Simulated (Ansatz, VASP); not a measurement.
**ZnO in VASP and in Ansatz**

```
Zn O
1.0
     3.27181    0.00000    0.00000
    -1.63591    2.83347    0.00000
     0.00000    0.00000   10.63000
Zn O
4 4
Direct
  0.66667 0.33333 0.84410
  0.33333 0.66667 0.34410
  0.00000 0.00000 0.59431
  0.00000 0.00000 0.09431
  0.66667 0.33333 0.65592
  0.33333 0.66667 0.15592
  0.00000 0.00000 0.40568
  0.00000 0.00000 0.90568
```

Alike in both runs: task single point; functional r2SCAN; k mesh 12 × 12 × 4; occupations gaussian, width 0.02 eV; no spin polarisation.

```csv
,VASP,Ansatz
version,VASP 6.6.1,Ansatz 0.2.0
potentials or method,"VASP PAW PBE potentials, release 64 (Zn, O), cutoff 520 eV","scalar-relativistic, plane waves, PAW"
valence electrons in the cell,72,72
```

```csv
,VASP,Ansatz,Ansatz less VASP
gap on the k mesh at the Fermi level (eV),1.11,1.12,+0.005
least direct gap on the mesh (eV),1.11,1.12,+0.005
pressure (GPa),-5.1,-5.8,-0.78
"traceless stress, the component that is largest in VASP (GPa)",-0.12,-0.04,+0.077
rms of the force components (eV/Å),0.003,0.003,-0.0002
```

VASP's potentials were made for PBE, not for r2SCAN. Atom by atom the forces differ by 0.002 eV/Å (rms over components).
